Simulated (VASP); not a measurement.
# CdTe (F-43m) in VASP: a series of runs

Aim: see how the results for CdTe move with the level of theory and the settings. Levels: PBE, LDA. Tasks: single point, relaxation of cell and atoms.

All numbers are computed with VASP 6.6.1; they aren't measurements. Logs are shortened: lines on timing, memory, paths and dates and some standing lists are left out, and cuts for length are marked.

### Step 1. The cell of the first run

Symmetry: F-43m, No. 216, cubic system. The conventional cell has a = 6.620 Å, b = 6.620 Å, c = 6.620 Å, α = 90.00°, β = 90.00°, γ = 90.00°. Within 3.8 Å of Cd (site symmetry -43m) lie 4 Te at 2.87 Å. Within 3.8 Å of Te (site symmetry -43m) lie 4 Cd at 2.87 Å.

### Step 2. Single point, PBE

Contents of INCAR:

```
SYSTEM = CdTe
PREC     = Accurate       ! precision mode
ENCUT    = 520            ! plane-wave cutoff, eV
EDIFF    = 1E-7           ! SCF threshold, eV
ISMEAR   = 0              ! smearing method
SIGMA    = 0.02           ! smearing width, eV
LREAL    = .FALSE.        ! projectors in reciprocal space
LASPH    = .TRUE.         ! aspherical terms in the spheres
NELM     = 80             ! most SCF steps
ALGO     = Normal         ! electronic algorithm
ISIF     = 2              ! what is computed and relaxed
LWAVE    = .FALSE.        ! write WAVECAR
LCHARG   = .FALSE.        ! write CHGCAR
GGA      = PE             ! functional
NBANDS   = 16             ! bands
```

Contents of KPOINTS:

```
regular mesh
0
G
  8 8 8
  0 0 0
```

Contents of POSCAR:

```
CdTe
1.0
    0.0000000000      3.3100202335      3.3100202335
    3.3100202335      0.0000000000      3.3100202335
    3.3100202335      3.3100202335      0.0000000000
Cd Te
1 1
Direct
    0.0000000000      0.0000000000      0.0000000000
    0.2500000000      0.2500000000      0.2500000000
```

Potentials or basis: VASP PAW PBE potentials, release 64 (Cd, Te).

Run with:

```
> cat potpaw_PBE.64/Cd/POTCAR potpaw_PBE.64/Te/POTCAR > POTCAR
> mpirun -np 1 vasp_std > vasp.out
```

OUTCAR:

```text
SYSTEM = CdTe
   PREC = Accurate
   ENCUT = 520
   EDIFF = 1E-7
   ISMEAR = 0
   LREAL = .FALSE.
   LASPH = .TRUE.
   NELM = 80
   ISIF = 2
   GGA = PE

 ion  position               nearest neighbor table
   1  0.000  0.000  0.000-   2 2.87   2 2.87   2 2.87   2 2.87
   2  0.250  0.250  0.250-   1 2.87   1 2.87   1 2.87   1 2.87

  LATTYP: Found a face centered cubic cell.
 ALAT       =     6.6200404670

  Lattice vectors:

 A1 = (   0.0000000000,   3.3100202335,   3.3100202335)
 A2 = (   3.3100202335,   0.0000000000,   3.3100202335)
 A3 = (   3.3100202335,   3.3100202335,   0.0000000000)

Analysis of symmetry for initial positions (statically):
=====================================================================
 Subroutine PRICEL returns:
 Original cell was already a primitive cell.

 Routine SETGRP: Setting up the symmetry group for a
 face centered cubic supercell.

 Subroutine GETGRP returns: Found 24 space group operations
 (whereof 24 operations were pure point group operations)
 out of a pool of 48 trial point group operations.

The static configuration has the point symmetry T_d .

Analysis of symmetry for dynamics (positions and initial velocities):
=====================================================================
 Subroutine PRICEL returns:
 Original cell was already a primitive cell.

 Routine SETGRP: Setting up the symmetry group for a
 face centered cubic supercell.

 Subroutine GETGRP returns: Found 24 space group operations
 (whereof 24 operations were pure point group operations)
 out of a pool of 48 trial point group operations.

The dynamic configuration has the point symmetry T_d .

 Subroutine INISYM returns: Found 24 space group operations
 (whereof 24 operations are pure point group operations),
 and found     1 'primitive' translations

----------------------------------------------------------------------------------------

                                     Primitive cell

  volume of cell :      72.5307

  direct lattice vectors                    reciprocal lattice vectors
     0.000000000  3.310020233  3.310020233    -0.151056478  0.151056478  0.151056478
     3.310020233  0.000000000  3.310020233     0.151056478 -0.151056478  0.151056478
     3.310020233  3.310020233  0.000000000     0.151056478  0.151056478 -0.151056478

  length of vectors
     4.681075506  4.681075506  4.681075506     0.261637495  0.261637495  0.261637495

  position of ions in fractional coordinates (direct lattice)
     0.000000000  0.000000000  0.000000000
     0.250000000  0.250000000  0.250000000

  ion indices of the primitive-cell ions
   primitive index   ion index
                 1           1
                 2           2

----------------------------------------------------------------------------------------

 KPOINTS: regular mesh

Automatic generation of k-mesh.
 Grid dimensions read from file:
 generate k-points for:    8    8    8

 Generating k-lattice:

  Cartesian coordinates                     Fractional coordinates (reciprocal lattice)
    -0.018882060  0.018882060  0.018882060     0.125000000  0.000000000  0.000000000
     0.018882060 -0.018882060  0.018882060     0.000000000  0.125000000  0.000000000
     0.018882060  0.018882060 -0.018882060     0.000000000  0.000000000  0.125000000

  Length of vectors
     0.032704687  0.032704687  0.032704687

  Shift w.r.t. Gamma in fractional coordinates (k-lattice)
     0.000000000  0.000000000  0.000000000

 Subroutine IBZKPT returns following result:
 ===========================================

 Found     29 irreducible k-points:

 Following reciprocal coordinates:
            Coordinates               Weight
  0.000000  0.000000  0.000000      1.000000
  0.125000  0.000000  0.000000      8.000000
  0.250000  0.000000  0.000000      8.000000
  0.375000  0.000000  0.000000      8.000000
  0.500000  0.000000  0.000000      4.000000
  0.125000  0.125000  0.000000      6.000000
[... 16 lines left out ...]
  0.500000  0.250000  0.125000     48.000000
 -0.375000  0.250000  0.125000     24.000000
 [... further k-points ...]
   k-points           NKPTS =     29   k-points in BZ     NKDIM =     29   number of bands    NBANDS=     16
   number of dos      NEDOS =    301   number of ions     NIONS =      2
   total plane-waves  NPLWV =  46656
   dimension x,y,z NGX =    36 NGY =   36 NGZ =   36
   dimension x,y,z NGXF=    72 NGYF=   72 NGZF=   72
   ions per type =               1   1
   NGX,Y,Z   is equivalent  to a cutoff of  12.79, 12.79, 12.79 a.u.
   NGXF,Y,Z  is equivalent  to a cutoff of  25.57, 25.57, 25.57 a.u.
 SYSTEM =  CdTe
   PREC   = accura    normal or accurate (medium, high low for compatibility)
   ISTART =      0    job   : 0-new  1-cont  2-samecut
   ICHARG =      2    charge: 1-file 2-atom 10-const
   ISPIN  =      1    spin polarized calculation?
   LNONCOLLINEAR =      F non collinear calculations
   LSORBIT =      F    spin-orbit coupling
   LASPH  =      T    aspherical Exc in radial PAW
   ENCUT  =  520.0 eV  38.22 Ry    6.18 a.u.   8.70  8.70  8.70*2*pi/ulx,y,z
   NELM   =     80;   NELMIN=  2; NELMDL= -5     # of ELM steps
   EDIFF  = 0.1E-06   stopping-criterion for ELM
   LREAL  =      F    real-space projection
   EDIFFG = 0.1E-05   stopping-criterion for IOM
   NSW    =      0    number of steps for IOM
   IBRION =     -1    ionic relax: 0-MD 1-quasi-New 2-CG
   NFREE  =      0    steps in history (QN), initial steepest desc. (CG)
   ISIF   =      2    stress and relaxation
   ISYM   =      2    0-nonsym 1-usesym 2-fastsym
   POTIM  = 0.5000    time-step for ionic-motion
   TEBEG  =    0.0;   TEEND  =   0.0 temperature during run
   PSTRESS=    0.0 pullay stress
   NELECT =      18.0000    total number of electrons
   NUPDOWN=      -1.0000    fix difference up-down
   EMIN   =  10.00;   EMAX   =-10.00  energy-range for DOS
   EFERMI =   0.00;   METHOD = LEGACY
   ISMEAR =     0;   SIGMA  =   0.02  broadening in eV -4-tet -1-fermi 0-gaus
   EFERMI_NEDOS =   21; number of points for ismear=-14 and -15
   IALGO  =     38    algorithm
   IMIX   =      4    mixing-type and parameters
     AMIX     =   0.40;   BMIX     =  1.00
     AMIX_MAG =   1.60;   BMIX_MAG =  1.00
  volume/ion in A,a.u.               =      36.27       244.73
  Fermi-wavevector in a.u.,A,eV,Ry     =   1.028786  1.944124 14.400413  1.058401
  Thomas-Fermi vector in A             =   2.162800
   LORBIT       =      0    0 simple, 1 ext, 2 COOP (PROOUT), +10 PAW based schemes
   GGA     = PE    functional components
   LHFCALC =     F    Hartree Fock is set to
   AEXX    =    0.0000 exact exchange contribution
   IVDW    =     0    specifies the selected vdW correction
   LEPSILON=     F    determine dielectric tensor
   LRPA    =     F    only Hartree local field effects (RPA)
 non-spin polarized calculation
 Gauss-broadening in eV      SIGMA  =   0.02
  energy-cutoff  :      520.00
  volume of cell :       72.53
 maximum number of plane-waves:      1964
   NGX = 17   NGY = 17   NGZ = 17

 number of electron      18.0000006 magnetization

 Free energy of the ion-electron system (eV)
  ---------------------------------------------------
  ext. energy  EPLUGINS =         0.00000000
  ---------------------------------------------------
  free energy    TOTEN  =        -4.81208080 eV

  energy without entropy =       -4.81208080  energy(sigma->0) =       -4.81208080

 E-fermi :   1.8947     XC(G=0):  -8.3051

 val. band max:        1.7906388191   @ k =   0.0000   0.0000   0.0000
 cond. band min:       2.3708033626   @ k =   0.0000   0.0000   0.0000
 fundamental gap:      0.5801645435
 Fermi energy:         1.8947310163

 k-point     1 :       0.0000    0.0000    0.0000
  band No.  band energies     occupation
      1      -9.0389      2.00000
      2      -6.2971      2.00000
      3      -6.2971      2.00000
      4      -6.2971      2.00000
      5      -6.0809      2.00000
      6      -6.0809      2.00000
[... 8 lines left out ...]
     15      11.0355      0.00000
     16      11.0355      0.00000

 k-point     2 :       0.1250    0.0000    0.0000
  band No.  band energies     occupation
      1      -8.9889      2.00000
      2      -6.2879      2.00000
      3      -6.2879      2.00000
      4      -6.2546      2.00000
      5      -6.0815      2.00000
      6      -6.0815      2.00000
[... 8 lines left out ...]
     15      10.3945      0.00000
     16      10.3945      0.00000

 k-point     3 :       0.2500    0.0000    0.0000
  band No.  band energies     occupation
      1      -8.8679      2.00000
      2      -6.2675      2.00000
      3      -6.2675      2.00000
      4      -6.1175      2.00000
      5      -6.0810      2.00000
      6      -6.0810      2.00000
[... 8 lines left out ...]
     15      10.1947      0.00000
     16      10.1947      0.00000

 k-point     4 :       0.3750    0.0000    0.0000
  band No.  band energies     occupation
      1      -8.7484      2.00000
      2      -6.2504      2.00000
      3      -6.2504      2.00000
      4      -6.0765      2.00000
      5      -6.0765      2.00000
      6      -5.9040      2.00000
[... 8 lines left out ...]
     15      10.9381      0.00000
     16      10.9381      0.00000

 k-point     5 :       0.5000    0.0000    0.0000
  band No.  band energies     occupation
      1      -8.6998      2.00000
      2      -6.2446      2.00000
      3      -6.2446      2.00000
      4      -6.0733      2.00000
      5      -6.0733      2.00000
      6      -5.7776      2.00000
[... 8 lines left out ...]
     15      11.9423      0.00000
     16      11.9423      0.00000

 k-point     6 :       0.1250    0.1250    0.0000
  band No.  band energies     occupation
      1      -8.9723      2.00000
      2      -6.2790      2.00000
      3      -6.2790      2.00000
      4      -6.2527      2.00000
      5      -6.0859      2.00000
      6      -6.0771      2.00000
[... 8 lines left out ...]
     15      10.2256      0.00000
     16      11.1704      0.00000
[... 267 lines left out ...]
 k-point    21 :       0.5000    0.5000    0.0000
  band No.  band energies     occupation
      1      -8.5965      2.00000
      2      -6.1631      2.00000
      3      -6.1631      2.00000
      4      -6.1605      2.00000
      5      -6.0553      2.00000
      6      -5.6589      2.00000
[... 8 lines left out ...]
     15      12.4885      0.00000
     16      13.1397      0.00000

 k-point    22 :       0.3750    0.2500    0.1250
  band No.  band energies     occupation
      1      -8.7796      2.00000
      2      -6.2441      2.00000
      3      -6.2343      2.00000
      4      -6.1151      2.00000
      5      -6.0724      2.00000
      6      -5.9946      2.00000
[... 8 lines left out ...]
     15      11.4453      0.00000
     16      12.0389      0.00000

 k-point    23 :       0.5000    0.2500    0.1250
  band No.  band energies     occupation
      1      -8.6863      2.00000
      2      -6.2278      2.00000
      3      -6.2195      2.00000
      4      -6.1018      2.00000
      5      -6.0724      2.00000
      6      -5.8054      2.00000
[... 8 lines left out ...]
     15      11.6024      0.00000
     16      12.3555      0.00000

 k-point    24 :      -0.3750    0.2500    0.1250
  band No.  band energies     occupation
      1      -8.6486      2.00000
      2      -6.2233      2.00000
      3      -6.2136      2.00000
      4      -6.0927      2.00000
      5      -6.0758      2.00000
      6      -5.6971      2.00000
[... 8 lines left out ...]
     15      11.7985      0.00000
     16      12.2299      0.00000

 [... further k-points ...]

------------------------ aborting loop because EDIFF is reached ----------------------------------------

  FORCE on cell =-STRESS in cart. coord.  units (eV):
  Direction    XX          YY          ZZ          XY          YZ          ZX
  --------------------------------------------------------------------------------------
  -------------------------------------------------------------------------------------
  Total        0.0332383      0.0332383      0.0332383      0.0000000      0.0000000     -0.0000000
  in kB        0.7342222      0.7342222      0.7342222      0.0000000      0.0000000     -0.0000000
  external PRESSURE =       0.7342222 kB  Pullay stress =       0.0000000 kB

 VOLUME and BASIS-vectors are now :
 -----------------------------------------------------------------------------
  energy-cutoff  :      520.00
  volume of cell :       72.53
      direct lattice vectors                 reciprocal lattice vectors
     0.000000000  3.310020233  3.310020233    -0.151056478  0.151056478  0.151056478
     3.310020233  0.000000000  3.310020233     0.151056478 -0.151056478  0.151056478
     3.310020233  3.310020233  0.000000000     0.151056478  0.151056478 -0.151056478

 POSITION                                       TOTAL-FORCE (eV/Angst)
 -----------------------------------------------------------------------------------
      0.00000      0.00000      0.00000        -0.000000     -0.000000     -0.000000
      1.65501      1.65501      1.65501         0.000000      0.000000      0.000000
 -----------------------------------------------------------------------------------
    total drift:                               -0.000000     -0.000000     -0.000001

  FREE ENERGIE OF THE ION-ELECTRON SYSTEM (eV)
  ---------------------------------------------------
  free  energy   TOTEN  =        -4.8120807984 eV

  energy  without entropy=       -4.8120807984  energy(sigma->0) =       -4.81208080
```

Wall time 14 s (1 thread of Intel Xeon 6975P-C (Granite Rapids), shared host); peak memory 0.21 GiB.

Results:

```yaml
Free_energy: -4.8121 eV
Pressure: 0.1 GPa
Band_gap_on_the_k_mesh: 0.58 eV, direct
```

Levels at points of the mesh, in eV from the valence-band top:
```
           k point  band 6  band 7  band 8  band 9  band 10  band 11  band 12  band 13
(0.00, 0.00, 0.00)   -7.87    0.00    0.00    0.00     0.58     4.64     4.64     4.64
(0.50, 0.00, 0.00)   -7.57   -4.08   -0.69   -0.69     1.75     5.21     5.21     7.01
(0.50, 0.50, 0.00)   -7.45   -4.01   -1.66   -1.66     2.67     2.74     8.51     8.81
```

Caveat: spin-orbit coupling is left out, which moves the levels of the heavy elements.

### Step 3. Single point, LDA, collinear spin, zero start

Contents of INCAR:

```
  PREC = Accurate
  ENCUT = 520
  EDIFF = 1E-6
  ISMEAR = 0
  SIGMA = 0.02
  LREAL = F
  LASPH = T
  NELM = 150
  ALGO = Normal
  ISIF = 2
  LWAVE = F
  LCHARG = F
  ISPIN = 2
  MAGMOM = 0 0
  LORBIT = 11
  NBANDS = 20
```

Contents of KPOINTS:

```
regular mesh
0
Gamma
  8 8 8
```

POSCAR is that of step 2.

Potentials or basis: VASP PAW LDA potentials, release 64 (Cd, Te).

Run with:

```
> cat potpaw_LDA.64/Cd/POTCAR potpaw_LDA.64/Te/POTCAR > POTCAR
> mpirun -np 1 vasp_std > vasp.out
```

Run time: 23 s. Hardware: 1 thread of Intel Xeon 6975P-C (Granite Rapids), shared host; peak memory 0.22 GiB.

The run converged. Its results:

```yaml
Free_energy: -5.9782 eV
Pressure: -3.4 GPa
Band_gap_on_the_k_mesh: 0.36 eV, direct
Net_moment: 0.00 μB per cell
Valence_electrons_inside_the_program's_atomic_spheres: Cd 10.28; Te 3.40
```

Levels at points of the mesh, in eV from the valence-band top:
Spin up:
| k point | band 7 | band 8 | band 9 | band 10 | band 11 | band 12 |
| --- | --- | --- | --- | --- | --- | --- |
| (0.00, 0.00, 0.00) | 0.00 | 0.00 | 0.00 | 0.36 | 4.54 | 4.54 |
| (0.50, 0.00, 0.00) | -4.15 | -0.70 | -0.70 | 1.59 | 5.11 | 5.11 |
| (0.50, 0.50, 0.00) | -4.08 | -1.68 | -1.68 | 2.55 | 2.57 | 8.30 |
Spin down:
```tsv
k point	band 6	band 7	band 8	band 9	band 10	band 11	band 12	band 13
(0.00, 0.00, 0.00)	-7.87	0.00	0.00	0.00	0.36	4.54	4.54	4.54
(0.50, 0.00, 0.00)	-7.57	-4.15	-0.70	-0.70	1.59	5.11	5.11	6.78
(0.50, 0.50, 0.00)	-7.46	-4.08	-1.68	-1.68	2.55	2.57	8.30	8.66
```

Caveat: spin-orbit coupling is left out, which moves the levels of the heavy elements.

### Step 4. Relaxation of cell and atoms, PBE

Contents of INCAR:

```
PREC = Accurate
ENCUT = 600
EDIFF = 1E-6
ISMEAR = 0
SIGMA = 0.02
LREAL = False
LASPH = True
NELM = 80
ALGO = Normal
ISIF = 3
LWAVE = False
LCHARG = False
GGA = PE
IBRION = 2
NSW = 100
EDIFFG = -0.005
```

Contents of KPOINTS:

```
Automatic mesh
0
Gamma
  8 8 8
```

POSCAR is that of step 3.

Potentials or basis: VASP PAW PBE potentials, release 64 (Cd, Te).

Run with:

```
> cat potpaw_PBE.64/Cd/POTCAR potpaw_PBE.64/Te/POTCAR > POTCAR
> mpirun -np 1 vasp_std > vasp.out
```

Wall time 22 s (1 thread of Intel Xeon 6975P-C (Granite Rapids), shared host); peak memory 0.25 GiB.

Results (log left out):

| Item | Value |
| --- | --- |
| Free energy | -4.8118 eV |
| Relaxed volume | 36.32 Å³/atom |
| Relaxed cell | a = 4.683 Å, b = 4.683 Å, c = 4.683 Å, α = 60.00°, β = 60.00°, γ = 60.00° |
| Space group after relaxing (to 0.05 Å) | F-43m (No. 216) |
| Energy gained by relaxing | 0.0 meV/atom |
| Ionic steps | 2 |
| Pressure after relaxing | 0.0 GPa |
| Band gap on the k mesh | 0.58 eV, direct |

Final structure:
```cif
data_structure
_symmetry_space_group_name_H-M 'P 1'
_symmetry_Int_Tables_number 1
_cell_length_a 4.6834
_cell_length_b 4.6834
_cell_length_c 4.6834
_cell_angle_alpha 60.000
_cell_angle_beta 60.000
_cell_angle_gamma 60.000
_cell_volume 72.64
loop_
_atom_site_label
_atom_site_type_symbol
_atom_site_fract_x
_atom_site_fract_y
_atom_site_fract_z
_atom_site_occupancy
Cd1 Cd 0.00000 0.00000 0.00000 1
Te1 Te 0.25000 0.25000 0.25000 1
```

Levels at points of the mesh, in eV from the valence-band top:
```tsv
k point	band 5	band 6	band 7	band 8	band 9	band 10	band 11	band 12	band 13
(0.00, 0.00, 0.00)	-7.87	-7.87	0.00	0.00	0.00	0.58	4.64	4.64	4.64
(0.50, 0.00, 0.00)	-7.86	-7.57	-4.07	-0.68	-0.68	1.75	5.21	5.21	7.01
(0.50, 0.50, 0.00)	-7.84	-7.45	-4.00	-1.65	-1.65	2.67	2.75	8.50	8.80
```

Caveat: spin-orbit coupling is left out, which moves the levels of the heavy elements. As with any semilocal functional, this PBE gap is likely too small.

### Step 5. Summary

```tsv
task	level	potentials or basis	spin	cell	cutoff (eV)	gap on the mesh (eV)	pressure (GPa)
single point	PBE	VASP PAW PBE potentials, release 64 (Cd, Te)	off	as given	520	0.58	0.1
single point	LDA	VASP PAW LDA potentials, release 64 (Cd, Te)	collinear, zero start	as given	520	0.36	-3.4
relaxation of cell and atoms	PBE	VASP PAW PBE potentials, release 64 (Cd, Te)	off	relaxed	600	0.58	0.0
```

Alike in all rows: k mesh 8 × 8 × 8; smearing gaussian 0.02 eV.

Caveats: spin-orbit coupling is left out, which moves the levels of the heavy elements.

Total energies depend on the potentials used, so only differences within one code and one set of settings carry meaning.
